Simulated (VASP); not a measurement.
## Si2As: single point with PBE

The system is Si2As.

```
Si As
1.0
     4.12149    0.00000    0.00000
    -2.06074    3.56931    0.00000
     0.00000    0.00000    3.52179
Si As
2 1
Direct
  0.33333 0.66667 0.15661
  0.66667 0.33333 0.15661
  0.00000 0.00000 0.65649
```

```
Program             : VASP 6.6.1
Task                : single point
Functional          : PBE
Potentials or basis : VASP PAW PBE potentials, release 64 (Si, As)
Cutoff              : 500 eV
k mesh              : 6 × 6 × 5
Occupations         : gaussian, width 0.2 eV
Spin                : no spin polarisation
```

```json
{
  "Pressure": "-0.4 GPa"
}
```

Stress tensor (GPa, compression positive):
```
-0.69  0.00  0.00
 0.00 -0.69  0.00
 0.00  0.00  0.30
```

Levels at points of the mesh, in eV from the Fermi level:
| k point | band 4 | band 5 | band 6 | band 7 | band 8 | band 9 | band 10 | band 11 |
| --- | --- | --- | --- | --- | --- | --- | --- | --- |
| (0.00, 0.00, 0.00) | -2.55 | -2.42 | -2.41 | -2.41 | -1.21 | 2.62 | 5.56 | 6.96 |
| (0.50, 0.00, 0.00) | -5.09 | -0.24 | 0.89 | 1.39 | 1.44 | 2.73 | 4.66 | 6.42 |

It took 5.8 s on 1 thread of Intel(R) Xeon(R) 6975P-C (Granite Rapids), with other jobs on the host, peak memory 0.16 GiB.
